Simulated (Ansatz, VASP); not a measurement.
## Rb in VASP and in Ansatz

```
Rb
1.0
    -3.28689    2.62213    2.73085
     3.28689   -2.62213    2.73085
     3.28689    2.62213   -2.73085
Rb
1
Direct
  0.00000 0.00000 0.00000
```

Change from the starting cell: strain +0.1125 x Voigt [1, -1, 0, 0, 0, 0], atoms carried along.

Alike in both runs: task single point; functional LDA; k mesh 12 × 12 × 12; occupations gaussian, width 0.15 eV; no spin polarisation.

|  | VASP | Ansatz |
| --- | --- | --- |
| version | VASP 6.6.1 | Ansatz 0.2.0 |
| potentials or method | VASP PAW LDA potentials, release 64 (Rb_sv), cutoff 520 eV | scalar-relativistic, plane waves, PAW |
| valence electrons in the cell | 9 | 9 |

```tsv
	VASP	Ansatz	Ansatz less VASP
gap on the k mesh at the Fermi level (eV)	none	none	-
pressure (GPa)	-0.5	-0.5	0.00
```

LDA's correlation is that of Perdew and Zunger in VASP and of Perdew and Wang (1992) in Ansatz. A gap of «none» marks a metal or a gap that the smearing closes.
